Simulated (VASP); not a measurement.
# TaN (I4/mmm) in VASP: a series of runs

The runs below take TaN through single point, with LDA.

Program: VASP 6.6.1. These are calculated values, not measurements. Logs are shortened: lines on timing, memory, paths and dates and some standing lists are left out, and cuts for length are marked.

## (1) The cell of the first run

Symmetry: I4/mmm, No. 139, tetragonal system. Conventional cell: a = 3.236 Å, b = 3.236 Å, c = 4.140 Å, α = 90.00°, β = 90.00°, γ = 90.00°. Ta (site symmetry 4/mmm) has 6 N at 2.07 to 2.29 Å within 2.7 Å. N (site symmetry 4/mmm) has 6 Ta at 2.07 to 2.29 Å within 2.7 Å.

## (2) Single point, LDA (strain +0.050 along x and y, -0.050 along z)

Contents of INCAR:

```
  ALGO = Normal
  EDIFF = 1E-7
  ENCUT = 520
  GGA = CA
  ISIF = 2
  ISMEAR = 0
  LASPH = T
  LCHARG = F
  LREAL = F
  LWAVE = F
  NBANDS = 15
  NELM = 100
  PREC = Accurate
  SIGMA = 0.15
```

Contents of KPOINTS:

```
k-points
0
Gamma
  18 18 18
```

Contents of POSCAR:

```
TaN
1.0
    0.0000000000      2.2879500000      2.0700500000
    2.2879500000      0.0000000000      2.0700500000
    2.2879500000      2.2879500000      0.0000000000
Ta N
1 1
Direct
    0.5000000000      0.5000000000      0.5000000000
    0.0000000000      0.0000000000      0.0000000000
```

Potentials or basis: VASP PAW LDA potentials, release 64 (Ta_pv, N).

Command:

```
$ cat potpaw_LDA.64/Ta_pv/POTCAR potpaw_LDA.64/N/POTCAR > POTCAR
$ mpirun -np 1 vasp_std > vasp.out
```

OUTCAR:

```text
EDIFF = 1E-7
   ENCUT = 520
   GGA = CA
   ISIF = 2
   ISMEAR = 0
   LASPH = T
   LREAL = F
   NELM = 100
   PREC = Accurate

 ion  position               nearest neighbor table
   1  0.500  0.500  0.500-   2 2.07   2 2.07   2 2.29   2 2.29   2 2.29   2 2.29
   2  0.000  0.000  0.000-   1 2.07   1 2.07   1 2.29   1 2.29   1 2.29   1 2.29

  LATTYP: Found a body centered tetragonal cell.
 ALAT       =     3.2356499200
 C/A-ratio  =     1.2795265564

  Lattice vectors:

 A1 = (   0.0000000000,  -2.2879500000,  -2.0700500000)
 A2 = (   0.0000000000,   2.2879500000,  -2.0700500000)
 A3 = (   2.2879500000,   0.0000000000,   2.0700500000)

Analysis of symmetry for initial positions (statically):
=====================================================================
 Subroutine PRICEL returns:
 Original cell was already a primitive cell.

 Routine SETGRP: Setting up the symmetry group for a
 body centered tetragonal supercell.

 Subroutine GETGRP returns: Found 16 space group operations
 (whereof 16 operations were pure point group operations)
 out of a pool of 16 trial point group operations.

The static configuration has the point symmetry D_4h.

Analysis of symmetry for dynamics (positions and initial velocities):
=====================================================================
 Subroutine PRICEL returns:
 Original cell was already a primitive cell.

 Routine SETGRP: Setting up the symmetry group for a
 body centered tetragonal supercell.

 Subroutine GETGRP returns: Found 16 space group operations
 (whereof 16 operations were pure point group operations)
 out of a pool of 16 trial point group operations.

The dynamic configuration has the point symmetry D_4h.

 Subroutine INISYM returns: Found 16 space group operations
 (whereof 16 operations are pure point group operations),
 and found     1 'primitive' translations

----------------------------------------------------------------------------------------

                                     Primitive cell

  volume of cell :      21.6722

  direct lattice vectors                    reciprocal lattice vectors
     0.000000000  2.287950000  2.070050000    -0.218536244  0.218536244  0.241540059
     2.287950000  0.000000000  2.070050000     0.218536244 -0.218536244  0.241540059
     2.287950000  2.287950000  0.000000000     0.218536244  0.218536244 -0.241540059

  length of vectors
     3.085420912  3.085420912  3.235649920     0.392247091  0.392247091  0.392247091

  position of ions in fractional coordinates (direct lattice)
     0.500000000  0.500000000  0.500000000
     0.000000000  0.000000000  0.000000000

  ion indices of the primitive-cell ions
   primitive index   ion index
                 1           1
                 2           2

----------------------------------------------------------------------------------------

 KPOINTS: k-points

Automatic generation of k-mesh.
 Grid dimensions read from file:
 generate k-points for:   18   18   18

 Generating k-lattice:

  Cartesian coordinates                     Fractional coordinates (reciprocal lattice)
    -0.012140902  0.012140902  0.013418892     0.055555556  0.000000000  0.000000000
     0.012140902 -0.012140902  0.013418892     0.000000000  0.055555556  0.000000000
     0.012140902  0.012140902 -0.013418892     0.000000000  0.000000000  0.055555556

  Length of vectors
     0.021791505  0.021791505  0.021791505

  Shift w.r.t. Gamma in fractional coordinates (k-lattice)
     0.000000000  0.000000000  0.000000000

 Subroutine IBZKPT returns following result:
 ===========================================

 Found    480 irreducible k-points:

 Following reciprocal coordinates:
            Coordinates               Weight
  0.000000  0.000000  0.000000      1.000000
  0.055556  0.000000  0.000000      8.000000
  0.111111  0.000000  0.000000      8.000000
  0.166667  0.000000  0.000000      8.000000
  0.222222  0.000000  0.000000      8.000000
  0.277778  0.000000  0.000000      8.000000
[... 16 lines left out ...]
 -0.277778  0.055556  0.000000      8.000000
 -0.222222  0.055556  0.000000      8.000000
 [... further k-points ...]
   k-points           NKPTS =    480   k-points in BZ     NKDIM =    480   number of bands    NBANDS=     15
   number of dos      NEDOS =    301   number of ions     NIONS =      2
   total plane-waves  NPLWV =  13824
   dimension x,y,z NGX =    24 NGY =   24 NGZ =   24
   dimension x,y,z NGXF=    48 NGYF=   48 NGZF=   48
   ions per type =               1   1
   NGX,Y,Z   is equivalent  to a cutoff of  12.93, 12.93, 12.33 a.u.
   NGXF,Y,Z  is equivalent  to a cutoff of  25.86, 25.86, 24.66 a.u.
 SYSTEM =  unknown system
   PREC   = accura    normal or accurate (medium, high low for compatibility)
   ISTART =      0    job   : 0-new  1-cont  2-samecut
   ICHARG =      2    charge: 1-file 2-atom 10-const
   ISPIN  =      1    spin polarized calculation?
   LNONCOLLINEAR =      F non collinear calculations
   LSORBIT =      F    spin-orbit coupling
   LASPH  =      T    aspherical Exc in radial PAW
   ENCUT  =  520.0 eV  38.22 Ry    6.18 a.u.   5.74  5.74  6.02*2*pi/ulx,y,z
   NELM   =    100;   NELMIN=  2; NELMDL= -5     # of ELM steps
   EDIFF  = 0.1E-06   stopping-criterion for ELM
   LREAL  =      F    real-space projection
   EDIFFG = 0.1E-05   stopping-criterion for IOM
   NSW    =      0    number of steps for IOM
   IBRION =     -1    ionic relax: 0-MD 1-quasi-New 2-CG
   NFREE  =      0    steps in history (QN), initial steepest desc. (CG)
   ISIF   =      2    stress and relaxation
   ISYM   =      2    0-nonsym 1-usesym 2-fastsym
   POTIM  = 0.5000    time-step for ionic-motion
   TEBEG  =    0.0;   TEEND  =   0.0 temperature during run
   PSTRESS=    0.0 pullay stress
   NELECT =      16.0000    total number of electrons
   NUPDOWN=      -1.0000    fix difference up-down
   EMIN   =  10.00;   EMAX   =-10.00  energy-range for DOS
   EFERMI =   0.00;   METHOD = LEGACY
   ISMEAR =     0;   SIGMA  =   0.15  broadening in eV -4-tet -1-fermi 0-gaus
   EFERMI_NEDOS =   21; number of points for ismear=-14 and -15
   IALGO  =     38    algorithm
   IMIX   =      4    mixing-type and parameters
     AMIX     =   0.40;   BMIX     =  1.00
     AMIX_MAG =   1.60;   BMIX_MAG =  1.00
  volume/ion in A,a.u.               =      10.84        73.13
  Fermi-wavevector in a.u.,A,eV,Ry     =   1.479609  2.796055 29.786442  2.189242
  Thomas-Fermi vector in A             =   2.593745
   LORBIT       =      0    0 simple, 1 ext, 2 COOP (PROOUT), +10 PAW based schemes
   GGA     = CA    functional components
   LHFCALC =     F    Hartree Fock is set to
   AEXX    =    0.0000 exact exchange contribution
   IVDW    =     0    specifies the selected vdW correction
   LEPSILON=     F    determine dielectric tensor
   LRPA    =     F    only Hartree local field effects (RPA)
 non-spin polarized calculation
 Gauss-broadening in eV      SIGMA  =   0.15
  energy-cutoff  :      520.00
  volume of cell :       21.67
 maximum number of plane-waves:       595
   NGX = 11   NGY = 11   NGZ = 13

 number of electron      16.0000003 magnetization

 Free energy of the ion-electron system (eV)
  ---------------------------------------------------
  ext. energy  EPLUGINS =         0.00000000
  ---------------------------------------------------
  free energy    TOTEN  =       -23.84043557 eV

  energy without entropy =      -23.83046000  energy(sigma->0) =      -23.83544778

 E-fermi :   9.1355     XC(G=0): -13.5415

 val. band max:        9.1239393383   @ k =  -0.3889   0.0556   0.2778
 cond. band min:       9.1364140971   @ k =   0.2778   0.1111   0.0556
 fundamental gap:      0.0124747588
 Fermi energy:         9.1355287710

 k-point     1 :       0.0000    0.0000    0.0000
  band No.  band energies     occupation
      1     -26.3775      2.00000
      2     -26.3775      2.00000
      3     -26.3705      2.00000
      4      -9.3234      2.00000
      5       5.2918      2.00000
      6       5.2918      2.00000
      7       5.8101      2.00000
      8       6.7864      2.00000
      9       6.7864      2.00000
     10       7.9242      2.00000
     11       8.3469      2.00000
     12       8.4868      2.00000
     13      12.4976      0.00000
     14      18.7750      0.00000
     15      20.6089      0.00000

 k-point     2 :       0.0556    0.0000    0.0000
  band No.  band energies     occupation
      1     -26.4019      2.00000
      2     -26.3817      2.00000
      3     -26.3736      2.00000
      4      -9.2474      2.00000
      5       4.8910      2.00000
      6       4.9866      2.00000
      7       5.4879      2.00000
      8       6.9641      2.00000
      9       7.0175      2.00000
     10       7.9827      2.00000
     11       8.6984      1.99996
     12       8.7830      1.99911
     13      12.7366      0.00000
     14      19.0024      0.00000
     15      20.6088      0.00000

 k-point     3 :       0.1111    0.0000    0.0000
  band No.  band energies     occupation
      1     -26.4786      2.00000
      2     -26.3941      2.00000
      3     -26.3756      2.00000
      4      -9.0256      2.00000
      5       4.0538      2.00000
      6       4.3695      2.00000
      7       4.8279      2.00000
      8       7.3355      2.00000
      9       7.3975      2.00000
     10       8.1112      2.00000
     11       9.5269      0.00022
     12       9.5276      0.00022
     13      13.3743      0.00000
     14      19.6390      0.00000
     15      20.6086      0.00000

 k-point     4 :       0.1667    0.0000    0.0000
  band No.  band energies     occupation
      1     -26.5942      2.00000
      2     -26.4129      2.00000
      3     -26.3783      2.00000
      4      -8.6762      2.00000
      5       3.0976      2.00000
      6       3.7122      2.00000
      7       4.0880      2.00000
      8       7.8045      2.00000
      9       7.8320      2.00000
     10       8.3284      2.00000
     11      10.4943      0.00000
     12      10.5300      0.00000
     13      14.2452      0.00000
     14      20.5269      0.00000
     15      20.6099      0.00000
[... 307 lines left out ...]
 k-point    22 :      -0.3333    0.0556    0.0000
  band No.  band energies     occupation
      1     -27.0220      2.00000
      2     -26.4835      2.00000
      3     -26.4197      2.00000
      4      -7.1692      2.00000
      5       0.1882      2.00000
      6       2.0527      2.00000
      7       2.5219      2.00000
      8       9.2533      0.26681
      9       9.7872      0.00000
     10      10.3410      0.00000
     11      13.7756      0.00000
     12      14.3048      0.00000
     13      15.8742      0.00000
     14      20.3816      0.00000
     15      20.6771      0.00000

 k-point    23 :      -0.2778    0.0556    0.0000
  band No.  band energies     occupation
      1     -26.8969      2.00000
      2     -26.4596      2.00000
      3     -26.4188      2.00000
      4      -7.6682      2.00000
      5       0.9175      2.00000
      6       2.4052      2.00000
      7       3.0535      2.00000
      8       8.6120      2.00000
      9       8.9815      1.85347
     10       9.9358      0.00000
     11      13.1370      0.00000
     12      13.4103      0.00000
     13      15.2625      0.00000
     14      20.5822      0.00000
     15      21.0262      0.00000

 k-point    24 :      -0.2222    0.0556    0.0000
  band No.  band energies     occupation
      1     -26.7574      2.00000
      2     -26.4349      2.00000
      3     -26.4156      2.00000
      4      -8.1577      2.00000
      5       1.7371      2.00000
      6       2.8643      2.00000
      7       3.6659      2.00000
      8       8.1113      2.00000
      9       8.2472      2.00000
     10       9.4716      0.00153
     11      12.2242      0.00000
     12      12.4002      0.00000
     13      14.4736      0.00000
     14      20.6029      0.00000
     15      21.4451      0.00000

 [... further k-points ...]
[... 5 lines left out ...]
  --------------------------------------------------------------------------------------
  -------------------------------------------------------------------------------------
  Total       -3.6957956     -3.6957956      4.3975168      0.0000000      0.0000000     -0.0000000
  in kB     -273.2213533   -273.2213533    325.0979244      0.0000000      0.0000000     -0.0000000
  external PRESSURE =     -73.7815940 kB  Pullay stress =       0.0000000 kB

 VOLUME and BASIS-vectors are now :
 -----------------------------------------------------------------------------
  energy-cutoff  :      520.00
  volume of cell :       21.67
      direct lattice vectors                 reciprocal lattice vectors
     0.000000000  2.287950000  2.070050000    -0.218536244  0.218536244  0.241540059
     2.287950000  0.000000000  2.070050000     0.218536244 -0.218536244  0.241540059
     2.287950000  2.287950000  0.000000000     0.218536244  0.218536244 -0.241540059

 POSITION                                       TOTAL-FORCE (eV/Angst)
 -----------------------------------------------------------------------------------
      2.28795      2.28795      2.07005         0.000000      0.000000     -0.000000
      0.00000      0.00000      0.00000        -0.000000      0.000000      0.000000
 -----------------------------------------------------------------------------------
    total drift:                                0.000000     -0.000000      0.000000

  FREE ENERGIE OF THE ION-ELECTRON SYSTEM (eV)
  ---------------------------------------------------
  free  energy   TOTEN  =       -23.8404355674 eV

  energy  without entropy=      -23.8304600009  energy(sigma->0) =      -23.83544778
```

Run time: 77 s. Hardware: 1 thread of Intel Xeon Platinum 8375C at 2.90GHz (Ice Lake), shared host; peak memory 0.26 GiB.

What came out:

```
Free energy            : -23.8404 eV
Pressure               : -7.4 GPa
Band gap on the k mesh : zero (band 8 reaches 10.66 eV, above the bottom of band 9 at 6.79 eV)
```

Caveat: the cell differs from its parent crystal (strain +0.050 along x and y, -0.050 along z); spin-orbit coupling is left out, which moves the levels of the heavy elements.

(Part 1 of 2 ends here.)
